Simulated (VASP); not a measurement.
Input of a VASP 6.6.1 run:

File INCAR:

```
SYSTEM = PbS
ALGO     = Normal         ! electronic algorithm
EDIFF    = 1E-6           ! SCF threshold, eV
ENCUT    = 520            ! plane-wave cutoff, eV
GGA      = PE             ! functional
ISIF     = 2              ! what is computed and relaxed
ISMEAR   = 0              ! smearing method
LASPH    = .TRUE.         ! aspherical terms in the spheres
LCHARG   = .FALSE.        ! write CHGCAR
LREAL    = .FALSE.        ! projectors in reciprocal space
LWAVE    = .FALSE.        ! write WAVECAR
NBANDS   = 17             ! bands
NELM     = 60             ! most SCF steps
PREC     = Accurate       ! precision mode
SIGMA    = 0.02           ! smearing width, eV
```

The input KPOINTS:

```
k-points
0
G
  9 9 9
  0 0 0
```

POSCAR

```
PbS
1.0
    2.1718796134      1.2539352794      3.2380010017
   -2.1718796134      1.2539352794      3.2380010017
    0.0000000000     -2.5078705589      3.2380010017
Pb S
1 1
Direct
    0.9709093078      0.9709093078      0.9709093078
    0.4846920222      0.4846920222      0.4846920222
```

Potentials or basis: VASP PAW PBE potentials, release 64 (Pb_d, S).

Launch:

```sh
$ cat potpaw_PBE.64/Pb_d/POTCAR potpaw_PBE.64/S/POTCAR > POTCAR
$ mpirun -np 1 vasp_std > vasp.out
```

(1) Estimate the pressure.

(2) What does it give for the largest force?

Results:

(1) 1.3 GPa.

(2) 0.118 eV/Å.

Caveat: the cell differs from its parent crystal (strained and its atoms moved).
